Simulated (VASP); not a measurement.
Here is a VASP 6.6.1 calculation.

The input INCAR:

```
PREC     = Accurate       # precision mode
ENCUT    = 520            # plane-wave cutoff, eV
EDIFF    = 1E-6           # SCF threshold, eV
ISMEAR   = 0              # smearing method
SIGMA    = 0.15           # smearing width, eV
LREAL    = F              # projectors in reciprocal space
LASPH    = T              # aspherical terms in the spheres
NELM     = 80             # most SCF steps
ALGO     = Normal         # electronic algorithm
ISIF     = 2              # what is computed and relaxed
LWAVE    = F              # write WAVECAR
LCHARG   = T              # write CHGCAR
GGA      = PE             # functional
LELF     = T              # ELF
LVHAR    = T            
NBANDS   = 12             # bands
```

KPOINTS

```
Automatic mesh
0
Gamma
  20 20 20
```

File POSCAR:

```
Au
1.0
    0.0000000000      2.1477750000      2.0455000000
    2.1477750000      0.0000000000      2.0455000000
    2.1477750000      2.1477750000      0.0000000000
Au
1
Direct
    0.0000000000      0.0000000000      0.0000000000
```

Potentials or basis: VASP PAW PBE potentials, release 64 (Au).

Command:

```sh
$ cat potpaw_PBE.64/Au/POTCAR > POTCAR
$ mpirun -np 1 vasp_std > vasp.out
```

Estimate the pressure.

-6.1 GPa.

Stress tensor (GPa, compression positive):
```
-6.39  0.00  0.00
 0.00 -6.39  0.00
 0.00  0.00 -5.42
```

Caveat: the cell differs from its parent crystal (strain +0.050 along x and y, +0.000 along z).
